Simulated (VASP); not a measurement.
**Al3Cu2: relaxation of shape and atoms at fixed volume with r2SCAN**

The system is Al3Cu2.

```xyz
5
Lattice="3.9739 0.0000 0.0000 -1.9869 3.4415 0.0000 0.0000 0.0000 4.8378" Properties=species:S:1:pos:R:3 pbc="T T T"
Al    0.0000    0.0000    0.0000
Al    0.0000    2.2943    1.6997
Al    1.9869    1.1472    3.1382
Cu    0.0000    2.2943    4.0707
Cu    1.9869    1.1472    0.7672
```

```yaml
Program: VASP 6.6.1
Task: relaxation of shape and atoms at fixed volume
Functional: r2SCAN
Potentials_or_basis: VASP PAW PBE potentials, release 64 (Al, Cu)
Cutoff: 600 eV
k_mesh: 12 × 12 × 8
Occupations: gaussian, width 0.1 eV
Spin: no spin polarisation
Dipole_correction: no
Further_INCAR_settings: ALGO = Normal; EDIFF = 1e-06; IBRION = 2; EDIFFG = -0.01; NSW = 50; ISIF = 4
```

The energy gained by relaxing is 0.0 meV/atom and the ionic steps are 2. The pressure after relaxing is 13.5 GPa, the largest force after relaxing is 0.010 eV/Å and the band gap on the k mesh is zero (an odd number of electrons rules out a gap without spin polarisation).

Forces on the atoms (eV/Å):
```
Al   0.000  0.000  0.000
Al   0.000  0.000  0.010
Al   0.000  0.000 -0.010
Cu   0.000  0.000  0.010
Cu   0.000  0.000 -0.010
```

Final structure:
```xyz
5
Lattice="3.9729 0.0000 0.0000 -1.9865 3.4406 0.0000 0.0000 0.0000 4.8402" Properties=species:S:1:pos:R:3 pbc="T T T"
Al    3.9729    0.0000    0.0000
Al    0.0000    2.2938    1.7018
Al    1.9865    1.1469    3.1384
Cu    0.0000    2.2938    4.0732
Cu    1.9865    1.1469    0.7670
```

Levels at points of the mesh, in eV from the Fermi level:
| k point | band 13 | band 14 | band 15 | band 16 | band 17 | band 18 |
| --- | --- | --- | --- | --- | --- | --- |
| (0.00, 0.00, 0.00) | -4.08 | -0.32 | -0.32 | 1.45 | 1.45 | 3.40 |
| (0.50, 0.00, 0.00) | -3.55 | -3.47 | -2.94 | -0.74 | 0.36 | 0.49 |
| (0.00, 0.00, 0.50) | 1.28 | 1.28 | 1.28 | 1.28 | 1.78 | 2.78 |
| (0.50, 0.00, 0.50) | -4.63 | -3.91 | -2.09 | -0.24 | 0.94 | 1.36 |

Wall time 14 min on 1 thread of Oxide Virtual Turin-like Processor, with other jobs on the host, peak memory 0.31 GiB.

Caveat: the PAW data sets were made with another functional, which shifts forces and pressure a little.
